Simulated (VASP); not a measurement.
Ga2O3, 40 atoms in the cell. The structure is monoclinic, space group C2/m (No. 12). The conventional cell has a = 12.454 Å, b = 3.083 Å, c = 5.878 Å, α = 90.00°, β = 103.70°, γ = 90.00°. Ga (site symmetry m) has 6 O at 1.97 to 2.11 Å within 2.6 Å. Within 2.5 Å of Ga (site symmetry m) lie 4 O at 1.86 to 1.90 Å. O (site symmetry m) has 3 Ga at 1.86 to 1.97 Å within 2.5 Å. Within 2.5 Å of O (site symmetry m) lie 4 Ga at 1.90 to 2.11 Å. O (site symmetry m) has 3 Ga at 1.86 to 1.97 Å within 2.5 Å. 

```yaml
Program: VASP 6.6.1
Task: single point
Functional: PBE
Potentials_or_basis: VASP PAW PBE potentials, release 64 (Ga_d, O)
Cutoff: 520 eV
k_mesh: 2 × 2 × 2, shifted
Occupations: gaussian, width 0.01 eV
Spin: no spin polarisation
Dipole_correction: no
Further_INCAR_settings: LREAL = Auto; ALGO = Normal; EDIFF = 1e-06; NBANDS = 202
```

Potentials or basis: VASP PAW PBE potentials, release 64 (Ga_d, O).

Run with:

```console
$ cat potpaw_PBE.64/Ga_d/POTCAR potpaw_PBE.64/O/POTCAR > POTCAR
$ mpirun -np 4 vasp_std > vasp.out
```

Hardware: 4 MPI ranks on AMD EPYC 7R43 64-Core Processor (Zen 3) (shared host).

How long does it take, and how much memory?

Run time: 2.9 min on 4 MPI ranks on AMD EPYC 7R43 64-Core Processor (Zen 3) (shared host), peak memory 0.38 GiB a rank. Counts: scf iterations 18, k points 4.
